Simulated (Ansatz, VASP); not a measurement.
# CsOs in VASP and in Ansatz

```
CELL_PARAMETERS angstrom
1.53882 0.88844 6.15091
-1.53882 0.88844 6.15091
0.00000 -1.77688 6.15091
ATOMIC_POSITIONS crystal
Cs 0.50000 0.50000 0.50000
Os 0.00000 0.00000 0.00000
```

Alike in both runs: functional PBE; k mesh 21 × 21 × 21; occupations gaussian, width 0.1 eV; no spin polarisation.

Ansatz relaxed the structure, and its values are those at the end. VASP's run is a single point on that final structure, the one shown.

|  | VASP | Ansatz |
| --- | --- | --- |
| version | VASP 6.6.1 | Ansatz 0.2.0 |
| potentials or method | VASP PAW PBE potentials, release 64 (Cs_sv, Os), cutoff 520 eV | scalar-relativistic, plane waves, PAW |
| valence electrons in the cell | 17 | 25 |

```csv
,VASP,Ansatz,Ansatz less VASP
gap on the k mesh at the Fermi level (eV),none,none,-
pressure (GPa),0.7,0.0,-0.72
```

A gap of «none» marks a metal or a gap that the smearing closes. VASP's potentials hold 17 valence electrons a cell and Ansatz's 25, so a difference there can come from the potentials and not from the codes.

Spin-orbit coupling is off throughout.
